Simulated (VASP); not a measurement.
Input of a VASP 6.6.1 run:

INCAR

```
PREC     = Accurate       # precision mode
ENCUT    = 520            # plane-wave cutoff, eV
EDIFF    = 1E-7           # SCF threshold, eV
ISMEAR   = -1             # smearing method
SIGMA    = 0.05           # smearing width, eV
LREAL    = False          # projectors in reciprocal space
LASPH    = True           # aspherical terms in the spheres
NELM     = 150            # most SCF steps
ALGO     = Normal         # electronic algorithm
ISIF     = 2              # what is computed and relaxed
LWAVE    = False          # write WAVECAR
LCHARG   = True           # write CHGCAR
ISPIN    = 2              # spin polarisation
MAGMOM   = 0.688 0.688    # initial moments
LORBIT   = 11             # projections on sites
LMAXMIX  = 4              # l up to which the mixer works
GGA      = PE             # functional
LELF     = True           # ELF
LVHAR    = True         
NBANDS   = 21             # bands
```

Contents of KPOINTS:

```
regular mesh
0
Gamma
  24 24 13
```

The input POSCAR:

```
Ni
1.0
    2.5839168555      0.0000000000      0.0000000000
   -1.2919584277      2.2377376381      0.0000000000
    0.0000000000      0.0000000000      4.2347765544
Ni
2
Direct
    0.3333333333      0.6666666667      0.2500000000
    0.6666666667      0.3333333333      0.7500000000
```

Potentials or basis: VASP PAW PBE potentials, release 64 (Ni).

Launch:

```sh
$ cat potpaw_PBE.64/Ni/POTCAR > POTCAR
$ mpirun -np 1 vasp_std > vasp.out
```

Predict the pressure.

-16.7 GPa.

Predict the site moments.

Ni +0.69 μB.

Estimate the net moment.

1.33 μB per cell.

Stress tensor (GPa, compression positive):
```
-16.81   0.00   0.00
  0.00 -16.81   0.00
  0.00   0.00 -16.43
```

Caveat: the cell stands under tension.
